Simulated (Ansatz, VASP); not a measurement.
## GaN: VASP beside Ansatz

```xyz
2
Lattice="0.0000 2.2535 2.2535 2.2535 0.0000 2.2535 2.2535 2.2535 0.0000" Properties=species:S:1:pos:R:3 pbc="T T T"
Ga    0.0000    0.0000    0.0000
N     1.1267    1.1267    1.1267
```

Alike in both runs: task single point; functional LDA; k mesh 8 × 8 × 8; no spin polarisation.

|  | VASP | Ansatz |
| --- | --- | --- |
| version | VASP 6.6.1 | Ansatz 0.2.0 |
| potentials or method | VASP PAW LDA potentials, release 64 (Ga_d, N) | plane waves, PAW |
| plane-wave cutoff (eV) | 600 | 420 |
| occupations | gaussian, width 0.01 eV | fixed |
| valence electrons in the cell | 18 | 18 |

Ansatz gave:

* gap on the k mesh at the Fermi level (eV): 1.73
* pressure (GPa): -6.5

Problem. Estimate VASP's values.

Solution. gap on the k mesh at the Fermi level (eV): 1.75; pressure (GPa): -5.6.

LDA's correlation is that of Perdew and Zunger in VASP and of Perdew and Wang (1992) in Ansatz.
